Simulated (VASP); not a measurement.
# W3C in VASP: a series of runs

Runs on W3C. Level: PBE. Tasks: single point.

All numbers are computed with VASP 6.6.1; they aren't measurements. Logs are shortened: lines on timing, memory, paths and dates and some standing lists are left out, and cuts for length are marked.

## 1. The cell of the first run

The cell holds a slab with vacuum, 4 atoms: a = 2.855 Å, b = 2.855 Å, c = 20.197 Å, α = 90.00°, β = 90.00°, γ = 120.00°.

## 2. Single point, PBE

Input file INCAR:

```
SYSTEM = W3C
PREC = Accurate ; ENCUT = 520
EDIFF = 1E-6 ; ISMEAR = 0
SIGMA = 0.1 ; LREAL = .FALSE.
LASPH = .TRUE. ; NELM = 60
ALGO = Normal ; ISIF = 2
LWAVE = .FALSE. ; LCHARG = .FALSE.
LDIPOL = .TRUE. ; IDIPOL = 3
DIPOL = 0.5 0.5 0.360 ; GGA = PE
NBANDS = 31
```

Input file KPOINTS:

```
regular mesh
0
G
  9 9 1
  0 0 0
```

Input file POSCAR:

```
W3C
1.0
    2.8547213223      0.0000000000      0.0000000000
   -1.4273606611      2.4722611858      0.0000000000
    0.0000000000      0.0000000000     20.1973423164
W C
3 1
Direct
    0.6666666667      0.3333333334      0.1980458586
    0.3333333333      0.6666666666      0.3143385340
    0.0000000000      0.0000000000      0.4306181566
    0.0000000000      0.5000000000      0.4956330957
```

Potentials or basis: VASP PAW PBE potentials, release 64 (W_sv, C).

On the command line:

```sh
$ cat potpaw_PBE.64/W_sv/POTCAR potpaw_PBE.64/C/POTCAR > POTCAR
$ mpirun -np 1 vasp_std > vasp.out
```

OUTCAR:

```text
SYSTEM = W3C
   PREC = Accurate
   ENCUT = 520
   EDIFF = 1E-6
   ISMEAR = 0
   LREAL = .FALSE.
   LASPH = .TRUE.
   NELM = 60
   ISIF = 2
   GGA = PE

 ion  position               nearest neighbor table
   1  0.667  0.333  0.198-   2 2.87   2 2.87   2 2.87
   2  0.333  0.667  0.314-   3 2.87   3 2.87   3 2.87   1 2.87   1 2.87   1 2.87
   3  0.000  0.000  0.431-   4 1.94   4 1.94   2 2.87   2 2.87   2 2.87
   4  0.000  0.500  0.496-   3 1.94   3 1.94

  LATTYP: Found a hexagonal cell.
 ALAT       =     2.8547213223
 C/A-ratio  =     7.0750661925

  Lattice vectors:

 A1 = (   2.8547213223,   0.0000000000,   0.0000000000)
 A2 = (  -1.4273606611,   2.4722611858,   0.0000000000)
 A3 = (   0.0000000000,   0.0000000000,  20.1973423164)

Analysis of symmetry for initial positions (statically):
=====================================================================
 Subroutine PRICEL returns:
 Original cell was already a primitive cell.

 Routine SETGRP: Setting up the symmetry group for a
 hexagonal supercell.

 Subroutine GETGRP returns: Found  2 space group operations
 (whereof  2 operations were pure point group operations)
 out of a pool of 24 trial point group operations.

The static configuration has the point symmetry C_1h.

Analysis of symmetry for dynamics (positions and initial velocities):
=====================================================================
 Subroutine PRICEL returns:
 Original cell was already a primitive cell.

 Routine SETGRP: Setting up the symmetry group for a
 hexagonal supercell.

 Subroutine GETGRP returns: Found  2 space group operations
 (whereof  2 operations were pure point group operations)
 out of a pool of 24 trial point group operations.

The dynamic configuration has the point symmetry C_1h.

 Subroutine INISYM returns: Found  2 space group operations
 (whereof  2 operations are pure point group operations),
 and found     1 'primitive' translations

----------------------------------------------------------------------------------------

                                     Primitive cell

  volume of cell :     142.5451

  direct lattice vectors                    reciprocal lattice vectors
     2.854721322  0.000000000  0.000000000     0.350296890  0.202244004  0.000000000
    -1.427360661  2.472261186  0.000000000     0.000000000  0.404488007  0.000000000
     0.000000000  0.000000000 20.197342316     0.000000000  0.000000000  0.049511465

  length of vectors
     2.854721322  2.854721322 20.197342316     0.404488007  0.404488007  0.049511465

[... 84 lines left out ...]
   LREAL  =      F    real-space projection
[... 7 lines left out ...]
   TEBEG  =    0.0;   TEEND  =   0.0 temperature during run
   PSTRESS=    0.0 pullay stress
   NELECT =      46.0000    total number of electrons
   NUPDOWN=      -1.0000    fix difference up-down
   EMIN   =  10.00;   EMAX   =-10.00  energy-range for DOS
   EFERMI =   0.00;   METHOD = LEGACY
   ISMEAR =     0;   SIGMA  =   0.10  broadening in eV -4-tet -1-fermi 0-gaus
   EFERMI_NEDOS =   21; number of points for ismear=-14 and -15
   IALGO  =     38    algorithm
   IMIX   =      4    mixing-type and parameters
     AMIX     =   0.40;   BMIX     =  1.00
     AMIX_MAG =   1.60;   BMIX_MAG =  1.00
  volume/ion in A,a.u.               =      35.64       240.49
  Fermi-wavevector in a.u.,A,eV,Ry     =   1.122906  2.121984 17.155825  1.260918
  Thomas-Fermi vector in A             =   2.259569
   LORBIT       =      0    0 simple, 1 ext, 2 COOP (PROOUT), +10 PAW based schemes
   GGA     = PE    functional components
   LHFCALC =     F    Hartree Fock is set to
   AEXX    =    0.0000 exact exchange contribution
   IVDW    =     0    specifies the selected vdW correction
   LEPSILON=     F    determine dielectric tensor
   LRPA    =     F    only Hartree local field effects (RPA)
 non-spin polarized calculation
 Gauss-broadening in eV      SIGMA  =   0.10
  energy-cutoff  :      520.00
  volume of cell :      142.55
 maximum number of plane-waves:      3867
 NGX is ok and might be reduce to    24
   NGX = 11   NGY = 11   NGZ = 75

 dipolmoment           0.000000      0.000000     -0.027610 electrons x Angstroem

 number of electron      46.0000000 magnetization

 dipolmoment           0.000000      0.000000      0.055092 electrons x Angstroem

 Free energy of the ion-electron system (eV)
  ---------------------------------------------------
  ext. energy  EPLUGINS =         0.00000000
  ---------------------------------------------------
  free energy    TOTEN  =       -42.67694809 eV

  energy without entropy =      -42.65146039  energy(sigma->0) =      -42.66420424

 E-fermi :   0.3743     XC(G=0):  -6.1321

 val. band max:        0.3402145648   @ k =   0.0000   0.1111   0.0000
 cond. band min:       0.3843859618   @ k =  -0.1111   0.3333   0.0000
 fundamental gap:      0.0441713970
 Fermi energy:         0.3742971260

 k-point     1 :       0.0000    0.0000    0.0000
  band No.  band energies     occupation
      1     -73.3855      2.00000
      2     -73.3394      2.00000
      3     -73.2784      2.00000
      4     -38.0182      2.00000
      5     -37.6580      2.00000
      6     -37.2509      2.00000
[... 805 lines left out ...]
     30       5.8174      0.00000
     31       6.8530      0.00000

 [... further k-points ...]

------------------------ aborting loop because EDIFF is reached ----------------------------------------

 vacuum level on the upper side and lower side of the slab       (xc-potential included)         0.474        -0.941

  FORCE on cell =-STRESS in cart. coord.  units (eV):
  Direction    XX          YY          ZZ          XY          YZ          ZX
  --------------------------------------------------------------------------------------
  -------------------------------------------------------------------------------------
  Total       -0.2218879      1.3834288      0.9265150     -1.3902450     -0.2275462     -0.3941219
  in kB       -2.4939735     15.5494525     10.4138358    -15.6260653     -2.5575717     -4.4298485
  external PRESSURE =       7.8231049 kB  Pullay stress =       0.0000000 kB

 VOLUME and BASIS-vectors are now :
 -----------------------------------------------------------------------------
  energy-cutoff  :      520.00
  volume of cell :      142.55
      direct lattice vectors                 reciprocal lattice vectors
     2.854721322  0.000000000  0.000000000     0.350296890  0.202244004  0.000000000
    -1.427360661  2.472261186  0.000000000     0.000000000  0.404488007  0.000000000
     0.000000000  0.000000000 20.197342316     0.000000000  0.000000000  0.049511465

 POSITION                                       TOTAL-FORCE (eV/Angst)
 -----------------------------------------------------------------------------------
      1.42736      0.82409      4.00000        -0.032302     -0.018650     -0.078678
      0.00000      1.64817      6.34880         0.150435      0.086854     -0.200037
      0.00000      0.00000      8.69734         0.028498      0.016453      0.183229
     -0.71368      1.23613     10.01047        -0.146631     -0.084657      0.095486
 -----------------------------------------------------------------------------------
    total drift:                                0.000015      0.000008      0.000155

  FREE ENERGIE OF THE ION-ELECTRON SYSTEM (eV)
  ---------------------------------------------------
  free  energy   TOTEN  =       -42.6769480938 eV

  energy  without entropy=      -42.6514603929  energy(sigma->0) =      -42.66420424

 vacuum level on the upper side and lower side of the slab         6.809         5.356
```

It took 6.3 min on 1 thread of Intel Xeon 8259CL, shared host; peak memory 0.33 GiB.

Results:

- Free energy: -42.6769 eV
- Largest force: 0.265 eV/Å
- Band gap on the k mesh: zero (bands 23 and 24 overlap by 0.78 eV)

Forces in eV/Å, atoms in the order of the input:
```
W   -0.032 -0.019 -0.079
W    0.150  0.087 -0.200
W    0.028  0.016  0.183
C   -0.147 -0.085  0.095
```

Caveat: spin-orbit coupling is left out, which moves the levels of the heavy elements.

## 3. Single point, PBE

Input file INCAR:

```
SYSTEM = W3C
ALGO = Normal ; DIPOL = 0.5 0.5 0.364
EDIFF = 1E-6 ; ENCUT = 520
GGA = PE ; IDIPOL = 3
ISIF = 2 ; ISMEAR = 0
LASPH = .TRUE. ; LCHARG = .TRUE.
LDIPOL = .TRUE. ; LELF = .TRUE.
LREAL = .FALSE. ; LVACPOTAV = .TRUE.
LVHAR = .TRUE. ; LWAVE = .FALSE.
NBANDS = 31 ; NELM = 80
PREC = Accurate ; SIGMA = 0.1
```

Input file KPOINTS:

```
k-points
0
G
  9 9 1
  0 0 0
```

Input file POSCAR:

```
W3C
1.0
    2.8547213223      0.0000000000      0.0000000000
   -1.4273606611      2.4722611858      0.0000000000
    0.0000000000      0.0000000000     20.1973423164
W C
3 1
Direct
    0.6666666666      0.3333333333      0.1980458586
    0.3333333333      0.6666666667      0.3143385340
    0.0000000000      0.0000000000      0.4306181566
    0.1666666666      0.3333333333      0.5117273628
```

Potentials or basis: VASP PAW PBE potentials, release 64 (W_sv, C).

On the command line:

```sh
$ cat potpaw_PBE.64/W_sv/POTCAR potpaw_PBE.64/C/POTCAR > POTCAR
$ mpirun -np 1 vasp_std > vasp.out
```

It took 6.4 min on 1 thread of Intel Xeon 8259CL, shared host; peak memory 0.33 GiB.

It converged, with:

| Property | Result |
| --- | --- |
| Free energy | -41.5283 eV |
| Largest force | 2.352 eV/Å |
| Band gap on the k mesh | zero (bands 23 and 24 overlap by 0.79 eV) |

Forces in eV/Å, atoms in the order of the input:
```
W    0.000  0.075 -0.136
W    0.000  0.276  0.176
W    0.000 -2.347 -0.154
C    0.000  1.996  0.115
```

Levels at points of the mesh, in eV from the Fermi level:
| k point | band 19 | band 20 | band 21 | band 22 | band 23 | band 24 | band 25 | band 26 | band 27 | band 28 |
| --- | --- | --- | --- | --- | --- | --- | --- | --- | --- | --- |
| (0.00, 0.00, 0.00) | -1.11 | -0.86 | -0.49 | -0.38 | -0.25 | -0.01 | 0.02 | 0.37 | 2.07 | 2.40 |

Caveat: spin-orbit coupling is left out, which moves the levels of the heavy elements.

## 4. Single point, PBE

Input file INCAR:

```
SYSTEM = W3C
PREC = Accurate
ENCUT = 520
EDIFF = 1E-6
ISMEAR = 0
SIGMA = 0.1
LREAL = .FALSE.
LASPH = .TRUE.
NELM = 100
ALGO = Normal
ISIF = 2
LWAVE = .FALSE.
LCHARG = .FALSE.
LDIPOL = .TRUE.
IDIPOL = 3
DIPOL = 0.5 0.5 0.364
GGA = PE
NBANDS = 31
```

Input file KPOINTS:

```
Automatic mesh
0
G
  9 9 1
  0 0 0
```

Input file POSCAR:

```
W3C
1.0
    2.8547213223      0.0000000000      0.0000000000
   -1.4273606611      2.4722611858      0.0000000000
    0.0000000000      0.0000000000     20.1973423164
W C
3 1
Direct
    0.6666666667      0.3333333334      0.1980458586
    0.3333333333      0.6666666666      0.3143385340
    0.0000000000      0.0000000000      0.4306181566
    0.3333333333      0.1666666667      0.5120367618
```

Potentials or basis: VASP PAW PBE potentials, release 64 (W_sv, C).

On the command line:

```sh
$ cat potpaw_PBE.64/W_sv/POTCAR potpaw_PBE.64/C/POTCAR > POTCAR
$ mpirun -np 1 vasp_std > vasp.out
```

OUTCAR:

```text
SYSTEM = W3C
   PREC = Accurate
   ENCUT = 520
   EDIFF = 1E-6
   ISMEAR = 0
   LREAL = .FALSE.
   LASPH = .TRUE.
   NELM = 100
   ISIF = 2
   GGA = PE

 ion  position               nearest neighbor table
   1  0.667  0.333  0.198-   2 2.87   2 2.87   2 2.87
   2  0.333  0.667  0.314-   3 2.87   3 2.87   3 2.87   1 2.87   1 2.87   1 2.87
   3  0.000  0.000  0.431-   4 1.84   4 2.73   4 2.73   2 2.87   2 2.87   2 2.87
   4  0.333  0.167  0.512-   3 1.84   3 2.73   3 2.73

  LATTYP: Found a hexagonal cell.
 ALAT       =     2.8547213223
 C/A-ratio  =     7.0750661925

  Lattice vectors:

 A1 = (   2.8547213223,   0.0000000000,   0.0000000000)
 A2 = (  -1.4273606611,   2.4722611858,   0.0000000000)
 A3 = (   0.0000000000,   0.0000000000,  20.1973423164)

Analysis of symmetry for initial positions (statically):
=====================================================================
 Subroutine PRICEL returns:
 Original cell was already a primitive cell.

 Routine SETGRP: Setting up the symmetry group for a
 hexagonal supercell.

 Subroutine GETGRP returns: Found  2 space group operations
 (whereof  2 operations were pure point group operations)
 out of a pool of 24 trial point group operations.

The static configuration has the point symmetry C_1h.

Analysis of symmetry for dynamics (positions and initial velocities):
=====================================================================
 Subroutine PRICEL returns:
 Original cell was already a primitive cell.

 Routine SETGRP: Setting up the symmetry group for a
 hexagonal supercell.

 Subroutine GETGRP returns: Found  2 space group operations
 (whereof  2 operations were pure point group operations)
 out of a pool of 24 trial point group operations.

The dynamic configuration has the point symmetry C_1h.

 Subroutine INISYM returns: Found  2 space group operations
 (whereof  2 operations are pure point group operations),
 and found     1 'primitive' translations
[... 123 lines left out ...]
   GGA     = PE    functional components
   LHFCALC =     F    Hartree Fock is set to
   AEXX    =    0.0000 exact exchange contribution
   IVDW    =     0    specifies the selected vdW correction
   LEPSILON=     F    determine dielectric tensor
   LRPA    =     F    only Hartree local field effects (RPA)
 non-spin polarized calculation
 Gauss-broadening in eV      SIGMA  =   0.10
  energy-cutoff  :      520.00
  volume of cell :      142.55
 maximum number of plane-waves:      3867
 NGX is ok and might be reduce to    24
   NGX = 11   NGY = 11   NGZ = 75

 dipolmoment           0.000000      0.000000     -0.422969 electrons x Angstroem

 number of electron      46.0000000 magnetization

 dipolmoment           0.000000      0.000000      0.072091 electrons x Angstroem

 Free energy of the ion-electron system (eV)
  ---------------------------------------------------
  ext. energy  EPLUGINS =         0.00000000
  ---------------------------------------------------
  free energy    TOTEN  =       -41.50897753 eV

  energy without entropy =      -41.48694262  energy(sigma->0) =      -41.49796007

 E-fermi :   0.2890     XC(G=0):  -6.2649

 val. band max:        0.2660974515   @ k =  -0.1111   0.2222   0.0000
 cond. band min:       0.2912336163   @ k =   0.2222  -0.0000   0.0000
 fundamental gap:      0.0251361648
 Fermi energy:         0.2890460224

 k-point     1 :       0.0000    0.0000    0.0000
  band No.  band energies     occupation
      1     -73.4581      2.00000
      2     -73.4095      2.00000
      3     -73.2154      2.00000
      4     -38.0801      2.00000
      5     -37.6861      2.00000
      6     -37.3019      2.00000
[... 805 lines left out ...]
     30       5.2070      0.00000
     31       6.4519      0.00000

 [... further k-points ...]

------------------------ aborting loop because EDIFF is reached ----------------------------------------

 vacuum level on the upper side and lower side of the slab       (xc-potential included)         0.818        -0.998

  FORCE on cell =-STRESS in cart. coord.  units (eV):
  Direction    XX          YY          ZZ          XY          YZ          ZX
  --------------------------------------------------------------------------------------
  -------------------------------------------------------------------------------------
  Total       -2.7443705     -2.5127879      0.4179375     -0.2005564      1.4171558      2.4545807
  in kB      -30.8461541    -28.2432144      4.6975311     -2.2542119     15.9285365     27.5889768
  external PRESSURE =     -18.1306125 kB  Pullay stress =       0.0000000 kB

 VOLUME and BASIS-vectors are now :
 -----------------------------------------------------------------------------
  energy-cutoff  :      520.00
  volume of cell :      142.55
      direct lattice vectors                 reciprocal lattice vectors
     2.854721322  0.000000000  0.000000000     0.350296890  0.202244004  0.000000000
    -1.427360661  2.472261186  0.000000000     0.000000000  0.404488007  0.000000000
     0.000000000  0.000000000 20.197342316     0.000000000  0.000000000  0.049511465

 POSITION                                       TOTAL-FORCE (eV/Angst)
 -----------------------------------------------------------------------------------
      1.42736      0.82409      4.00000         0.062237      0.035933     -0.158584
      0.00000      1.64817      6.34880         0.064541      0.037263      0.206732
      0.00000      0.00000      8.69734        -1.889367     -1.090826     -0.165474
      0.71368      0.41204     10.34178         1.762588      1.017631      0.117326
 -----------------------------------------------------------------------------------
    total drift:                               -0.000052     -0.000030      0.000564

  FREE ENERGIE OF THE ION-ELECTRON SYSTEM (eV)
  ---------------------------------------------------
  free  energy   TOTEN  =       -41.5089775251 eV

  energy  without entropy=      -41.4869426244  energy(sigma->0) =      -41.49796007

 vacuum level on the upper side and lower side of the slab         7.219         5.317
```

OSZICAR:

```text
N       E                     dE             d eps       ncg     rms          rms(c)
DAV:   1     0.512700346453E+03    0.51270E+03   -0.28328E+04  1790   0.142E+03
DAV:   2    -0.242541032520E+02   -0.53695E+03   -0.52442E+03  1842   0.441E+02
DAV:   3    -0.445595714957E+02   -0.20305E+02   -0.19387E+02  1958   0.869E+01
[... 22 lines left out ...]
DAV:  26    -0.415089460009E+02   -0.14812E-04   -0.24269E-06  1447   0.127E-02    0.440E-03
DAV:  27    -0.415089630967E+02   -0.17096E-04   -0.11763E-06  1230   0.817E-03    0.318E-03
DAV:  28    -0.415089736667E+02   -0.10570E-04   -0.73935E-07  1141   0.459E-03    0.206E-03
DAV:  29    -0.415089767574E+02   -0.30907E-05   -0.15758E-07   988   0.210E-03    0.136E-03
DAV:  30    -0.415089775251E+02   -0.76773E-06   -0.18899E-07   943   0.233E-03
   1 F= -.41508978E+02 E0= -.41497960E+02  d E =-.220349E-01
```

stdout:

```text
POSCAR found type information on POSCAR W C
 POSCAR found :  2 types and       4 ions
 scaLAPACK will be used
 LDA part: xc-table for (Slater+PW92), standard interpolation
 POSCAR, INCAR and KPOINTS ok, starting setup
 FFT: planning ... GRIDC
 FFT: planning ... GRID_SOFT
 FFT: planning ... GRID
 WAVECAR not read
 entering main loop
```

Wall time 6.8 min (1 thread of Intel Xeon 8259CL, shared host); peak memory 0.33 GiB.

What came out:

* Free energy: -41.5090 eV
* Largest force: 2.188 eV/Å
* Band gap on the k mesh: zero (bands 23 and 24 overlap by 0.77 eV)

Forces in eV/Å, atoms in the order of the input:
```
W    0.062  0.036 -0.159
W    0.065  0.037  0.207
W   -1.889 -1.091 -0.165
C    1.763  1.018  0.117
```

Caveat: spin-orbit coupling is left out, which moves the levels of the heavy elements.

## 5. The runs side by side

```tsv
cell	gap on the mesh (eV)	largest force (eV/Å)
a = 2.855, b = 2.855, c = 20.197 Å, angles 90.0, 90.0, 120.0°, 4 atoms, atomic positions A	none	0.26
a = 2.855, b = 2.855, c = 20.197 Å, angles 90.0, 90.0, 120.0°, 4 atoms, atomic positions B	none	2.35
a = 2.855, b = 2.855, c = 20.197 Å, angles 90.0, 90.0, 120.0°, 4 atoms, atomic positions C	none	2.19
```

Alike in all rows: task single point; level PBE; potentials or basis VASP PAW PBE potentials, release 64 (W_sv, C); no spin polarisation; k mesh 9 × 9 × 1; cutoff (eV) 520; smearing gaussian 0.1 eV.

Caveats: spin-orbit coupling is left out, which moves the levels of the heavy elements.

Absolute energies hang on the potentials; compare differences alone.

The gap in the log of VASP goes by the Fermi energy; the results here count the filled bands.